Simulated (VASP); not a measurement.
# SnO in VASP: a series of runs, part 2 of 2

VASP 6.6.1. The steps go on from the part before.

## (4) Single point, PBE+D3(BJ) (layers slid over each other)

INCAR

```
PREC = Accurate ; ENCUT = 520
EDIFF = 1E-6 ; ISMEAR = 0
SIGMA = 0.05 ; LREAL = F
LASPH = T ; NELM = 60
ALGO = Normal ; ISIF = 2
LWAVE = F ; LCHARG = F
LDIPOL = T ; IDIPOL = 3
DIPOL = 0.5 0.5 0.401 ; GGA = PE
IVDW = 12 ; NBANDS = 50
```

KPOINTS

```
Automatic mesh
0
Gamma
  7 7 1
```

POSCAR

```
SnO
1.0
    3.8201631401      0.0000000000      0.0000000000
    0.0000000000      3.8201631401      0.0000000000
    0.0000000000      0.0000000000     22.2260824966
Sn O
4 4
Direct
    0.7500000000      0.2500000000      0.2024648294
    0.2500000000      0.7500000000      0.3087832167
    0.6250000000      1.2500000000      0.4932511724
    0.1250000000      1.7500000000      0.5995695597
    0.2500000000      0.2500000000      0.2556240230
    0.7500000000      0.7500000000      0.2556240230
    0.1250000000      1.2500000000      0.5464103660
    0.6250000000      1.7500000000      0.5464103660
```

Potentials or basis: VASP PAW PBE potentials, release 64 (Sn_d, O).

Launch:

```sh
$ cat potpaw_PBE.64/Sn_d/POTCAR potpaw_PBE.64/O/POTCAR > POTCAR
$ mpirun -np 1 vasp_std > vasp.out
```

OUTCAR:

```text
PREC = Accurate
   ENCUT = 520
   EDIFF = 1E-6
   ISMEAR = 0
   LREAL = F
   LASPH = T
   NELM = 60
   ISIF = 2
   GGA = PE
   IVDW = 12
 IVDW          = 12

 ion  position               nearest neighbor table
   1  0.750  0.250  0.202-   5 2.25   6 2.25   6 2.25   5 2.25   2 3.59   2 3.59   2 3.59   2 3.59

   2  0.250  0.750  0.309-   5 2.25   6 2.25   5 2.25   6 2.25   1 3.59   1 3.59   1 3.59   1 3.59

   3  0.625  0.250  0.493-   7 2.25   8 2.25   8 2.25   7 2.25   4 3.59   4 3.59   4 3.59   4 3.59

   4  0.125  0.750  0.600-   7 2.25   8 2.25   7 2.25   8 2.25   3 3.59   3 3.59   3 3.59   3 3.59

   5  0.250  0.250  0.256-   1 2.25   1 2.25   2 2.25   2 2.25
   6  0.750  0.750  0.256-   1 2.25   1 2.25   2 2.25   2 2.25
   7  0.125  0.250  0.546-   3 2.25   3 2.25   4 2.25   4 2.25
   8  0.625  0.750  0.546-   3 2.25   3 2.25   4 2.25   4 2.25

  LATTYP: Found a simple tetragonal cell.
 ALAT       =     3.8201631401
 C/A-ratio  =     5.8180977308

  Lattice vectors:

 A1 = (   3.8201631401,   0.0000000000,   0.0000000000)
 A2 = (   0.0000000000,   3.8201631401,   0.0000000000)
[... 195 lines left out ...]
      2     -21.0639      2.00000
      3     -20.7036      2.00000
      4     -20.7035      2.00000
      5     -20.6656      2.00000
      6     -20.6656      2.00000
[... 837 lines left out ...]
     49       5.9108      0.00000
     50       6.1730      0.00000

------------------------ aborting loop because EDIFF is reached ----------------------------------------

 vacuum level on the upper side and lower side of the slab       (xc-potential included)        -0.151        -0.149

 Edisp (eV)   -1.24811

 E8    (eV) :    -0.5524

  FORCE on cell =-STRESS in cart. coord.  units (eV):
  Direction    XX          YY          ZZ          XY          YZ          ZX
  --------------------------------------------------------------------------------------
  -------------------------------------------------------------------------------------
  Total       0.11812     0.12964    -0.40375     0.00000     0.00000     0.10400
  in kB       0.58346     0.64034    -1.99435     0.00000     0.00000     0.51373
  external pressure =       -0.26 kB  Pullay stress =        0.00 kB

 VOLUME and BASIS-vectors are now :
 -----------------------------------------------------------------------------
  energy-cutoff  :      520.00
  volume of cell :      324.36
      direct lattice vectors                 reciprocal lattice vectors
     3.820163140  0.000000000  0.000000000     0.261768925  0.000000000  0.000000000
     0.000000000  3.820163140  0.000000000     0.000000000  0.261768925  0.000000000
     0.000000000  0.000000000 22.226082497     0.000000000  0.000000000  0.044992184

 POSITION                                       TOTAL-FORCE (eV/Angst)
 -----------------------------------------------------------------------------------
      2.86512      0.95504      4.50000        -0.002151      0.000000     -0.077122
      0.95504      2.86512      6.86304        -0.007814      0.000000      0.184320
      2.38760      0.95504     10.96304         0.007814      0.000000     -0.184320
      0.47752      2.86512     13.32608         0.002151      0.000000      0.077122
      0.95504      0.95504      5.68152         0.004232      0.000000      0.013402
      2.86512      2.86512      5.68152        -0.012460      0.000000      0.013560
      0.47752      0.95504     12.14456         0.012460     -0.000000     -0.013560
      2.38760      2.86512     12.14456        -0.004232      0.000000     -0.013402
 -----------------------------------------------------------------------------------
    total drift:                               -0.000000      0.000000     -0.000199

  FREE ENERGIE OF THE ION-ELECTRON SYSTEM (eV)
  ---------------------------------------------------
  free  energy   TOTEN  =       -46.4462428328 eV

  energy  without entropy=      -46.4462428328  energy(sigma->0) =      -46.44624283

 vacuum level on the upper side and lower side of the slab         4.786         4.790
```

OSZICAR:

```text
N       E                     dE             d eps       ncg     rms          rms(c)
DAV:   1     0.944804651812E+03    0.94480E+03   -0.38262E+04  1712   0.180E+03
DAV:   2     0.137911140997E+03   -0.80689E+03   -0.77883E+03  1768   0.492E+02
DAV:   3    -0.390565093242E+02   -0.17697E+03   -0.17081E+03  1986   0.220E+02
[... 15 lines left out ...]
DAV:  19    -0.451981184959E+02   -0.38552E-04   -0.10227E-05  1846   0.282E-02    0.581E-03
DAV:  20    -0.451981273512E+02   -0.88553E-05   -0.12331E-06  1232   0.138E-02    0.254E-03
DAV:  21    -0.451981318779E+02   -0.45268E-05   -0.95883E-07  1144   0.570E-03    0.990E-04
DAV:  22    -0.451981329580E+02   -0.10800E-05   -0.28128E-07  1140   0.339E-03    0.318E-04
DAV:  23    -0.451981331652E+02   -0.20728E-06   -0.15397E-07  1106   0.234E-03
   1 F= -.46446243E+02 E0= -.46446243E+02  d E =-.294676E-15
```

stdout:

```text
POSCAR found type information on POSCAR SnO
 POSCAR found :  2 types and       8 ions
 scaLAPACK will be used
 LDA part: xc-table for (Slater+PW92), standard interpolation
 POSCAR, INCAR and KPOINTS ok, starting setup
 FFT: planning ... GRIDC
 FFT: planning ... GRID_SOFT
 FFT: planning ... GRID
 WAVECAR not read
 entering main loop
```

Wall time 3.3 min (1 thread of Intel Xeon 6975P-C (Granite Rapids), shared host); peak memory 0.43 GiB.

What came out:

| Property | Result |
| --- | --- |
| Free energy | -46.4462 eV |
| Largest force | 0.184 eV/Å |
| Band gap on the k mesh | 2.55 eV (least direct gap 2.57 eV) |
| Dispersion energy per atom | -0.156 eV |

Forces on the atoms (eV/Å):
```
Sn  -0.002  0.000 -0.077
Sn  -0.008  0.000  0.184
Sn   0.008  0.000 -0.184
Sn   0.002  0.000  0.077
O    0.004  0.000  0.013
O   -0.012  0.000  0.014
O    0.012  0.000 -0.014
O   -0.004  0.000 -0.013
```

Levels at points of the mesh, in eV from the valence-band top:
```tsv
k point	band 36	band 37	band 38	band 39	band 40	band 41	band 42	band 43	band 44	band 45
(0.00, 0.00, 0.00)	-1.94	-1.94	-1.94	-0.59	-0.02	2.55	2.87	2.88	3.83	4.89
```

Caveat: the cell differs from its parent crystal (layers slid over each other); spin-orbit coupling is left out, which moves the levels of the heavy elements.

## (5) Summary

```tsv
cell	gap on the mesh (eV)	largest force (eV/Å)
as given, atomic positions A	2.53	0.17
as given, atomic positions B	2.45	0.14
as given, atomic positions C	2.55	0.18
```

Alike in all rows: task single point; level PBE+D3(BJ); potentials or basis VASP PAW PBE potentials, release 64 (Sn_d, O); no spin polarisation; k mesh 7 × 7 × 1; cutoff (eV) 520; smearing gaussian 0.05 eV.

Caveats: spin-orbit coupling is left out, which moves the levels of the heavy elements.

Absolute energies hang on the potentials; compare differences alone.
